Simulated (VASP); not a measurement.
# CuI (P6_3/mmc) in VASP: settings compared

CuI is run at these levels: LDA, PBEsol; tasks: single point, relaxation of cell and atoms.

Everything below comes from runs of VASP 6.6.1. Logs are shortened: lines on timing, memory, paths and dates and some standing lists are left out, and cuts for length are marked.

### Step 1. The cell of the first run

It takes space group P6_3/mmc (No. 194, hexagonal). Conventional cell: a = 4.147 Å, b = 4.147 Å, c = 6.336 Å, α = 90.00°, β = 90.00°, γ = 120.00°. Within 3.8 Å of Cu (site symmetry -3m) lie 6 I at 2.87 Å and 2 Cu at 3.17 Å. I (site symmetry -6m2) has 6 Cu at 2.87 Å within 3.8 Å.

### Step 2. Single point, LDA

Input file INCAR:

```
SYSTEM = CuI
ALGO     = Normal         ! electronic algorithm
EDIFF    = 1E-6           ! SCF threshold, eV
ENCUT    = 520            ! plane-wave cutoff, eV
ISIF     = 2              ! what is computed and relaxed
ISMEAR   = 0              ! smearing method
LASPH    = .TRUE.         ! aspherical terms in the spheres
LCHARG   = .FALSE.        ! write CHGCAR
LREAL    = .FALSE.        ! projectors in reciprocal space
LWAVE    = .FALSE.        ! write WAVECAR
NBANDS   = 26             ! bands
NELM     = 100            ! most SCF steps
PREC     = Accurate       ! precision mode
SIGMA    = 0.01           ! smearing width, eV
```

Input file KPOINTS:

```
k-points
0
G
  12 12 4
  0 0 0
```

Input file POSCAR:

```
CuI
1.0
    4.1473371115      0.0000000000      0.0000000000
   -2.0736685558      3.5916992967      0.0000000000
    0.0000000000      0.0000000000      6.3363560900
Cu I
2 2
Direct
    0.0000000000      0.0000000000      0.0000000000
    0.0000000000      0.0000000000      0.5000000000
    0.3333333333      0.6666666667      0.2500000000
    0.6666666667      0.3333333333      0.7500000000
```

Potentials or basis: VASP PAW LDA potentials, release 64 (Cu, I).

On the command line:

```bash
$ cat potpaw_LDA.64/Cu/POTCAR potpaw_LDA.64/I/POTCAR > POTCAR
$ mpirun -np 1 vasp_std > vasp.out
```

OUTCAR:

```text
SYSTEM = CuI
   EDIFF = 1E-6
   ENCUT = 520
   ISIF = 2
   ISMEAR = 0
   LASPH = .TRUE.
   LREAL = .FALSE.
   NELM = 100
   PREC = Accurate

 ion  position               nearest neighbor table
   1  0.000  0.000  0.000-   3 2.87   4 2.87   4 2.87   3 2.87   4 2.87   3 2.87
   2  0.000  0.000  0.500-   3 2.87   4 2.87   4 2.87   3 2.87   4 2.87   3 2.87
   3  0.333  0.667  0.250-   1 2.87   2 2.87   1 2.87   2 2.87   1 2.87   2 2.87
   4  0.667  0.333  0.750-   1 2.87   2 2.87   1 2.87   2 2.87   1 2.87   2 2.87

  LATTYP: Found a hexagonal cell.
 ALAT       =     4.1473371115
 C/A-ratio  =     1.5278131292

  Lattice vectors:

 A1 = (   4.1473371115,   0.0000000000,   0.0000000000)
 A2 = (  -2.0736685558,   3.5916992967,   0.0000000000)
 A3 = (   0.0000000000,   0.0000000000,   6.3363560900)

Analysis of symmetry for initial positions (statically):
=====================================================================
 Subroutine PRICEL returns:
 Original cell was already a primitive cell.

 Routine SETGRP: Setting up the symmetry group for a
 hexagonal supercell.

 Subroutine GETGRP returns: Found 24 space group operations
 (whereof 12 operations were pure point group operations)
 out of a pool of 24 trial point group operations.

The static configuration has the point symmetry D_3d.
 The point group associated with its full space group is D_6h.

Analysis of symmetry for dynamics (positions and initial velocities):
=====================================================================
 Subroutine PRICEL returns:
 Original cell was already a primitive cell.

 Routine SETGRP: Setting up the symmetry group for a
 hexagonal supercell.

 Subroutine GETGRP returns: Found 24 space group operations
 (whereof 12 operations were pure point group operations)
 out of a pool of 24 trial point group operations.

The dynamic configuration has the point symmetry D_3d.
 The point group associated with its full space group is D_6h.

 Subroutine INISYM returns: Found 24 space group operations
 (whereof 12 operations are pure point group operations),
 and found     1 'primitive' translations

----------------------------------------------------------------------------------------

                                     Primitive cell

  volume of cell :      94.3863

  direct lattice vectors                    reciprocal lattice vectors
     4.147337111  0.000000000  0.000000000     0.241118572  0.139209872  0.000000000
    -2.073668556  3.591699297  0.000000000     0.000000000  0.278419744  0.000000000
     0.000000000  0.000000000  6.336356090     0.000000000  0.000000000  0.157819413

  length of vectors
     4.147337111  4.147337112  6.336356090     0.278419744  0.278419744  0.157819413

  position of ions in fractional coordinates (direct lattice)
     0.000000000  0.000000000  0.000000000
     0.000000000  0.000000000  0.500000000
     0.333333333  0.666666667  0.250000000
     0.666666667  0.333333333  0.750000000

  ion indices of the primitive-cell ions
   primitive index   ion index
                 1           1
                 2           2
                 3           3
                 4           4

----------------------------------------------------------------------------------------

 KPOINTS: k-points

Automatic generation of k-mesh.
 Grid dimensions read from file:
 generate k-points for:   12   12    4

 Generating k-lattice:

  Cartesian coordinates                     Fractional coordinates (reciprocal lattice)
     0.020093214  0.011600823  0.000000000     0.083333333  0.000000000  0.000000000
     0.000000000  0.023201645  0.000000000     0.000000000  0.083333333  0.000000000
     0.000000000  0.000000000  0.039454853     0.000000000  0.000000000  0.250000000

  Length of vectors
     0.023201645  0.023201645  0.039454853

  Shift w.r.t. Gamma in fractional coordinates (k-lattice)
     0.000000000  0.000000000  0.000000000

 Subroutine IBZKPT returns following result:
 ===========================================

 Found     57 irreducible k-points:

 Following reciprocal coordinates:
            Coordinates               Weight
  0.000000  0.000000  0.000000      1.000000
  0.083333 -0.000000  0.000000      6.000000
  0.166667 -0.000000  0.000000      6.000000
  0.250000 -0.000000  0.000000      6.000000
  0.333333 -0.000000  0.000000      6.000000
  0.416667 -0.000000  0.000000      6.000000
[... 16 lines left out ...]
  0.250000 -0.000000  0.250000     12.000000
  0.333333 -0.000000  0.250000     12.000000
 [... further k-points ...]
   k-points           NKPTS =     57   k-points in BZ     NKDIM =     57   number of bands    NBANDS=     26
   number of dos      NEDOS =    301   number of ions     NIONS =      4
   total plane-waves  NPLWV =  49152
   dimension x,y,z NGX =    32 NGY =   32 NGZ =   48
   dimension x,y,z NGXF=    64 NGYF=   64 NGZF=   96
   ions per type =               2   2
   NGX,Y,Z   is equivalent  to a cutoff of  12.83, 12.83, 12.59 a.u.
   NGXF,Y,Z  is equivalent  to a cutoff of  25.65, 25.65, 25.19 a.u.
 SYSTEM =  CuI
   PREC   = accura    normal or accurate (medium, high low for compatibility)
   ISTART =      0    job   : 0-new  1-cont  2-samecut
   ICHARG =      2    charge: 1-file 2-atom 10-const
   ISPIN  =      1    spin polarized calculation?
   LNONCOLLINEAR =      F non collinear calculations
   LSORBIT =      F    spin-orbit coupling
   LASPH  =      T    aspherical Exc in radial PAW
   ENCUT  =  520.0 eV  38.22 Ry    6.18 a.u.   7.71  7.71 11.78*2*pi/ulx,y,z
   NELM   =    100;   NELMIN=  2; NELMDL= -5     # of ELM steps
   EDIFF  = 0.1E-05   stopping-criterion for ELM
   LREAL  =      F    real-space projection
   EDIFFG = 0.1E-04   stopping-criterion for IOM
   NSW    =      0    number of steps for IOM
   IBRION =     -1    ionic relax: 0-MD 1-quasi-New 2-CG
   NFREE  =      0    steps in history (QN), initial steepest desc. (CG)
   ISIF   =      2    stress and relaxation
   ISYM   =      2    0-nonsym 1-usesym 2-fastsym
   POTIM  = 0.5000    time-step for ionic-motion
   TEBEG  =    0.0;   TEEND  =   0.0 temperature during run
   PSTRESS=    0.0 pullay stress
   NELECT =      36.0000    total number of electrons
   NUPDOWN=      -1.0000    fix difference up-down
   EMIN   =  10.00;   EMAX   =-10.00  energy-range for DOS
   EFERMI =   0.00;   METHOD = LEGACY
   ISMEAR =     0;   SIGMA  =   0.01  broadening in eV -4-tet -1-fermi 0-gaus
   EFERMI_NEDOS =   21; number of points for ismear=-14 and -15
   IALGO  =     38    algorithm
   IMIX   =      4    mixing-type and parameters
     AMIX     =   0.40;   BMIX     =  1.00
     AMIX_MAG =   1.60;   BMIX_MAG =  1.00
  volume/ion in A,a.u.               =      23.60       159.24
  Fermi-wavevector in a.u.,A,eV,Ry     =   1.187242  2.243563 19.178015  1.409544
  Thomas-Fermi vector in A             =   2.323398
   LORBIT       =      0    0 simple, 1 ext, 2 COOP (PROOUT), +10 PAW based schemes
   GGA     = CA    functional components
   LHFCALC =     F    Hartree Fock is set to
   AEXX    =    0.0000 exact exchange contribution
   IVDW    =     0    specifies the selected vdW correction
   LEPSILON=     F    determine dielectric tensor
   LRPA    =     F    only Hartree local field effects (RPA)
 non-spin polarized calculation
 Gauss-broadening in eV      SIGMA  =   0.01
  energy-cutoff  :      520.00
  volume of cell :       94.39
 maximum number of plane-waves:      2568
 NGX is ok and might be reduce to    32
   NGX = 15   NGY = 15   NGZ = 23

 number of electron      36.0000002 magnetization

 Free energy of the ion-electron system (eV)
  ---------------------------------------------------
  ext. energy  EPLUGINS =         0.00000000
  ---------------------------------------------------
  free energy    TOTEN  =       -12.98293773 eV

  energy without entropy =      -12.98293773  energy(sigma->0) =      -12.98293773

 E-fermi :   5.9633     XC(G=0): -10.2746

 val. band max:        5.8888654980   @ k =   0.5000  -0.0000   0.0000
 cond. band min:       6.3042871724   @ k =   0.3333   0.3333   0.0000
 fundamental gap:      0.4154216744
 Fermi energy:         5.9632547700

 k-point     1 :       0.0000    0.0000    0.0000
  band No.  band energies     occupation
      1      -8.3078      2.00000
      2      -7.2207      2.00000
      3      -0.3006      2.00000
      4       2.2305      2.00000
      5       2.2305      2.00000
      6       3.5199      2.00000
[... 18 lines left out ...]
     25      12.5156      0.00000
     26      13.3476      0.00000

 k-point     2 :       0.0833   -0.0000    0.0000
  band No.  band energies     occupation
      1      -8.2645      2.00000
      2      -7.2067      2.00000
      3      -0.2274      2.00000
      4       2.1539      2.00000
      5       2.2283      2.00000
      6       3.1700      2.00000
[... 18 lines left out ...]
     25      12.8410      0.00000
     26      13.2890      0.00000

 k-point     3 :       0.1667   -0.0000    0.0000
  band No.  band energies     occupation
      1      -8.1401      2.00000
      2      -7.1702      2.00000
      3      -0.0109      2.00000
      4       1.8809      2.00000
      5       2.2234      2.00000
      6       2.3137      2.00000
[... 18 lines left out ...]
     25      12.0590      0.00000
     26      13.1738      0.00000

 k-point     4 :       0.2500   -0.0000    0.0000
  band No.  band energies     occupation
      1      -7.9509      2.00000
      2      -7.1279      2.00000
      3       0.3382      2.00000
      4       1.1722      2.00000
      5       1.8157      2.00000
      6       2.2215      2.00000
[... 18 lines left out ...]
     25      12.5161      0.00000
     26      12.9954      0.00000
[... 496 lines left out ...]
      1      -8.0209      2.00000
      2      -7.3415      2.00000
      3       0.3569      2.00000
      4       1.9266      2.00000
      5       2.1405      2.00000
      6       2.3321      2.00000
[... 18 lines left out ...]
     25      12.1117      0.00000
     26      13.0536      0.00000

 k-point    23 :       0.2500   -0.0000    0.2500
  band No.  band energies     occupation
      1      -7.8459      2.00000
      2      -7.2673      2.00000
      3       0.4495      2.00000
      4       1.1884      2.00000
      5       1.9399      2.00000
      6       2.3107      2.00000
[... 18 lines left out ...]
     25      12.5025      0.00000
     26      12.9663      0.00000

 k-point    24 :       0.3333   -0.0000    0.2500
  band No.  band energies     occupation
      1      -7.6432      2.00000
      2      -7.2039      2.00000
      3       0.2722      2.00000
      4       0.7501      2.00000
      5       1.8615      2.00000
      6       2.2977      2.00000
[... 18 lines left out ...]
     25      13.4265      0.00000
     26      13.4677      0.00000

 [... further k-points ...]
[... 5 lines left out ...]
  --------------------------------------------------------------------------------------
  -------------------------------------------------------------------------------------
  Total       -2.6455146     -2.6455146     -2.9777553      0.0000000      0.0000000      0.0000000
  in kB      -44.9067737    -44.9067737    -50.5464560      0.0000000      0.0000000      0.0000000
  external PRESSURE =     -46.7866678 kB  Pullay stress =       0.0000000 kB

 VOLUME and BASIS-vectors are now :
 -----------------------------------------------------------------------------
  energy-cutoff  :      520.00
  volume of cell :       94.39
      direct lattice vectors                 reciprocal lattice vectors
     4.147337111  0.000000000  0.000000000     0.241118572  0.139209872  0.000000000
    -2.073668556  3.591699297  0.000000000     0.000000000  0.278419744  0.000000000
     0.000000000  0.000000000  6.336356090     0.000000000  0.000000000  0.157819413

 POSITION                                       TOTAL-FORCE (eV/Angst)
 -----------------------------------------------------------------------------------
      0.00000      0.00000      0.00000        -0.000000      0.000000     -0.000000
      0.00000      0.00000      3.16818         0.000000      0.000000     -0.000000
     -0.00000      2.39447      1.58409         0.000000     -0.000000      0.000000
      2.07367      1.19723      4.75227        -0.000000      0.000000      0.000000
 -----------------------------------------------------------------------------------
    total drift:                                0.000000     -0.000000      0.000000

  FREE ENERGIE OF THE ION-ELECTRON SYSTEM (eV)
  ---------------------------------------------------
  free  energy   TOTEN  =       -12.9829377342 eV

  energy  without entropy=      -12.9829377342  energy(sigma->0) =      -12.98293773
```

Run time: 58 s. Hardware: 1 thread of Intel Xeon 6975P-C (Granite Rapids), shared host; peak memory 0.25 GiB.

Results:

- Free energy: -12.9829 eV
- Pressure: -4.7 GPa
- Band gap on the k mesh: 0.42 eV (least direct gap 0.59 eV)

Caveat: the cell stands under tension; spin-orbit coupling is left out, which moves the levels of the heavy elements. A k mesh can miss the band edges.

### Step 3. Relaxation of cell and atoms, PBEsol

This run uses another cell than the first one, of 23.92 Å³/atom.

Input file INCAR:

```
SYSTEM = CuI
PREC = Accurate
ENCUT = 600
EDIFF = 1E-6
ISMEAR = -1
SIGMA = 0.02
LREAL = .False.
LASPH = .True.
NELM = 60
ALGO = Normal
ISIF = 3
LWAVE = .False.
LCHARG = .False.
GGA = PS
IBRION = 2
NSW = 80
EDIFFG = -0.005
```

Input file KPOINTS:

```
Automatic mesh
0
Gamma
  6 6 4
  0 0 0
```

Input file POSCAR:

```
CuI
1.0
    4.2112248066      0.0000000000      0.0000000000
   -2.1056124033      3.6470276636      0.0000000000
    0.0000000000      0.0000000000      6.2297359735
Cu I
2 2
Direct
    0.0000000000      0.0000000000      0.0000000000
    0.0000000000      0.0000000000      0.5000000000
    0.3333333333      0.6666666667      0.2500000000
    0.6666666667      0.3333333333      0.7500000000
```

Potentials or basis: VASP PAW PBE potentials, release 64 (Cu, I).

On the command line:

```bash
$ cat potpaw_PBE.64/Cu/POTCAR potpaw_PBE.64/I/POTCAR > POTCAR
$ mpirun -np 1 vasp_std > vasp.out
```

It took 2.4 min on 1 thread of Intel Xeon 6975P-C (Granite Rapids), shared host; peak memory 0.26 GiB.

The run converged. Its results:

* Free energy: -11.8261 eV
* Relaxed volume: 22.22 Å³/atom
* Relaxed cell: a = 4.115 Å, b = 4.115 Å, c = 6.062 Å, α = 90.00°, β = 90.00°, γ = 120.00°
* Space group after relaxing (to 0.1 Å): P6_3/mmc (No. 194)
* Energy gained by relaxing: 19.9 meV/atom
* Ionic steps: 8
* Pressure after relaxing: 0.0 GPa
* Band gap on the k mesh: 0.50 eV (least direct gap 0.82 eV)

Step by step:
| step | energy change (eV) | largest force (eV/Å) | pressure (GPa) | volume (Å³) |
| --- | --- | --- | --- | --- |
| 1 | 0.0000 | 0.0000 | -3.24 | 95.68 |
| 2 | -0.0796 | 0.0000 | 0.04 | 89.13 |
| 3 | -0.0796 | 0.0000 | -0.11 | 89.18 |
| 4 | -0.0796 | 0.0000 | -0.11 | 89.18 |
| 5 | -0.0797 | 0.0000 | -0.13 | 89.16 |
| 6 | -0.0797 | 0.0000 | -0.07 | 89.11 |
| 7 | -0.0797 | 0.0000 | -0.08 | 89.04 |
| 8 | -0.0797 | 0.0000 | 0.00 | 88.90 |

Final structure:
```xyz
4
Lattice="4.1150 0.0000 0.0000 -2.0575 3.5637 0.0000 0.0000 0.0000 6.0622" Properties=species:S:1:pos:R:3 pbc="T T T"
Cu    0.0000    0.0000    0.0000
Cu    0.0000    0.0000    3.0311
I     0.0000    2.3758    1.5155
I     2.0575    1.1879    4.5466
```

Levels at points of the mesh, in eV from the valence-band top:
```tsv
k point	band 14	band 15	band 16	band 17	band 18	band 19	band 20	band 21	band 22
(0.00, 0.00, 0.00)	-1.84	-1.34	-1.24	-0.15	-0.15	0.67	1.95	4.63	4.63
(0.50, 0.00, 0.00)	-1.84	-1.83	-1.69	-0.83	0.00	2.12	2.27	2.86	4.12
(0.00, 0.00, 0.50)	-2.02	-0.69	-0.69	-0.69	-0.69	2.43	2.43	4.78	4.78
(0.50, 0.00, 0.50)	-1.96	-1.26	-1.26	-0.97	-0.97	1.54	1.54	4.64	4.64
```

Caveat: the PAW data sets were made with another functional, which shifts forces and pressure a little; spin-orbit coupling is left out, which moves the levels of the heavy elements.
